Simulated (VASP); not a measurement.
Here is a VASP 6.6.1 calculation.

File INCAR:

```
SYSTEM = MgCd5O6
PREC = Accurate
ENCUT = 520
EDIFF = 1E-6
ISMEAR = 0
SIGMA = 0.1
LREAL = .False.
LASPH = .True.
NELM = 150
ALGO = Normal
ISIF = 2
LWAVE = .False.
LCHARG = .False.
ISPIN = 2
MAGMOM = 0 0 0 0 0 0 1 1 1 1 1 1
LORBIT = 11
GGA = PE
NBANDS = 65
```

KPOINTS

```
regular mesh
0
Gamma
  6 6 1
  0 0 0
```

File POSCAR:

```
MgCd5O6
1.0
    3.3029701000      0.0000000000      0.0000000000
   -1.6514850000      2.8604560000      0.0000000000
    0.0000000000      0.0000000000     16.3892462000
Mg Cd O
1 5 6
Direct
    0.0000000000      0.0000000000      0.5000000000
    0.6666667000      0.3333333000      0.6574450000
    0.3333333000      0.6666667000      0.3425550000
    0.6666667000      0.3333333000      0.1712630000
    0.0000000000      0.0000000000      0.0000000000
    0.3333333000      0.6666667000      0.8287370000
    0.3333333000      0.6666667000      0.5691900000
    0.6666667000      0.3333333000      0.4308100000
    0.0000000000      0.0000000000      0.2570790000
    0.3333333000      0.6666667000      0.0856770000
    0.6666667000      0.3333333000      0.9143230000
    0.0000000000      0.0000000000      0.7429210000
```

Potentials or basis: VASP PAW PBE potentials, release 64 (Mg, Cd, O).

The run is started by

```console
$ cat potpaw_PBE.64/Mg/POTCAR potpaw_PBE.64/Cd/POTCAR potpaw_PBE.64/O/POTCAR > POTCAR
$ mpirun -np 1 vasp_std > vasp.out
```

(1) What does it give for the largest force?

(2) Predict the pressure.

## Answers

(1) 0.084 eV/Å.

(2) 1.1 GPa.

Caveat: the k points lie up to 0.38 Å⁻¹ apart.
